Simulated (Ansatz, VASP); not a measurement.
# One calculation of CdTe, two programs

INCAR

```
  PREC = Accurate
  ENCUT = 500
  EDIFF = 1E-6
  ISMEAR = 0
  SIGMA = 0.05
  LREAL = F
  LASPH = T
  NELM = 120
  ALGO = Normal
  ISIF = 2
  LWAVE = F
  LCHARG = F
  GGA = PS
  NBANDS = 16
  GGA_COMPAT = F
```

KPOINTS

```
regular mesh
0
Gamma
  4 4 4
```

The input POSCAR:

```
CdTe
1.0
    3.8312963863      0.0000000000      0.0000000000
    0.0000000000      3.8312963863      0.0000000000
    0.0000000000      0.0000000000      3.8312963863
Cd Te
1 1
Direct
    0.0000000000      0.0000000000      0.0000000000
    0.5000000000      0.5000000000      0.5000000000
```

Input for Ansatz:

```yaml
crystal:
  lattice:
    - [3.8312963863, 0.0, 0.0]
    - [0.0, 3.8312963863, 0.0]
    - [0.0, 0.0, 3.8312963863]
  atoms:
    - { symbol: Cd, position: [0.0, 0.0, 0.0] }
    - { symbol: Te, position: [0.5, 0.5, 0.5] }
basis:
  ecutwfc: 420
kpoints:
  mp_grid: { grid: [4, 4, 4] }
hamiltonian:
  xc: pbesol
scf:
  occupations: { method: gaussian, width: 0.05 }
output:
  forces: true
  stress: true
  eigenvalues: true
```

Alike in both runs: task single point; functional PBEsol; k mesh 4 × 4 × 4; occupations gaussian, width 0.05 eV; no spin polarisation.

|  | VASP | Ansatz |
| --- | --- | --- |
| version | VASP 6.6.1 | Ansatz 0.2.0 |
| potentials or method | VASP PAW PBE potentials, release 64 (Cd, Te), cutoff 500 eV | scalar-relativistic, plane waves, PAW |
| valence electrons in the cell | 18 | 36 |

|  | VASP | Ansatz | Ansatz less VASP |
| --- | --- | --- | --- |
| gap on the k mesh at the Fermi level (eV) | none | none | - |
| pressure (GPa) | -3.6 | -3.7 | -0.13 |

VASP's potentials were made for PBE, not for PBEsol. A gap of «none» marks a metal or a gap that the smearing closes. VASP's potentials hold 18 valence electrons a cell and Ansatz's 36, so a difference there can come from the potentials and not from the codes.

The k mesh is coarse, so the values compare programs but aren't converged. Neither program's run includes spin-orbit coupling.
